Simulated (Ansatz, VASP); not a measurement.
Hg: VASP beside Ansatz

```
CELL_PARAMETERS angstrom
4.54000 0.00000 0.00000
-2.27000 3.93176 0.00000
0.00000 0.00000 3.87000
ATOMIC_POSITIONS crystal
Hg 0.33333 0.66667 0.50000
Hg 0.00000 0.00000 0.00000
Hg 0.66667 0.33333 0.50000
```

Alike in both runs: task single point; functional PBE; k mesh 6 × 6 × 6; occupations fermi-dirac, width 0.015 eV; no spin polarisation.

|  | VASP | Ansatz |
| --- | --- | --- |
| version | VASP 6.6.1 | Ansatz 0.2.0 |
| potentials or method | VASP PAW PBE potentials, release 64 (Hg), cutoff 520 eV | scalar-relativistic, plane waves, PAW |
| valence electrons in the cell | 36 | 60 |

|  | VASP | Ansatz | Ansatz less VASP |
| --- | --- | --- | --- |
| gap on the k mesh at the Fermi level (eV) | none | none | - |
| pressure (GPa) | 13.8 | 13.1 | -0.77 |
| traceless stress, the component that is largest in VASP (GPa) | -8.86 | -8.30 | +0.558 |

A gap of «none» marks a metal or a gap that the smearing closes. VASP's potentials hold 36 valence electrons a cell and Ansatz's 60, so a difference there can come from the potentials and not from the codes.

Neither program's run includes spin-orbit coupling.
